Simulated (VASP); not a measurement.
A run of VASP 6.6.1 is set up as follows.

Contents of INCAR:

```
  ALGO = Normal
  EDIFF = 1E-8
  ENCUT = 520
  GGA = PS
  ISIF = 2
  ISMEAR = -1
  LASPH = T
  LCHARG = F
  LEFG = T
  LREAL = F
  LWAVE = F
  NBANDS = 16
  NELM = 80
  PREC = Accurate
  SIGMA = 0.08
```

Contents of KPOINTS:

```
k-points
0
Gamma
  12 12 12
```

File POSCAR:

```
HgTe
1.0
    0.0292150000      2.9361075000      2.9361075000
    2.9361075000      0.0292150000      2.9361075000
    2.9361075000      2.9361075000      0.0292150000
Hg Te
1 1
Direct
    0.0000000000      0.0000000000      0.0000000000
    0.5000000000      0.5000000000      0.5000000000
```

Potentials or basis: VASP PAW PBE potentials, release 64 (Hg, Te).

Command:

```console
$ cat potpaw_PBE.64/Hg/POTCAR potpaw_PBE.64/Te/POTCAR > POTCAR
$ mpirun -np 1 vasp_std > vasp.out
```

(1) What does it give for the band gap on the k mesh?

(2) Estimate the pressure.

Answers

(1) zero (bands 9 and 10 overlap by 3.25 eV).

(2) 6.4 GPa.

Caveat: the cell differs from its parent crystal (equal xy, yz and zx shear strains of +1 %); the cell stands under pressure; without QUAD_EFG the Cq values of the log hold for a quadrupole moment of 1 mb, not for the nuclei; the PAW data sets were made with another functional, which shifts forces and pressure a little; spin-orbit coupling is left out, which moves the levels of the heavy elements.
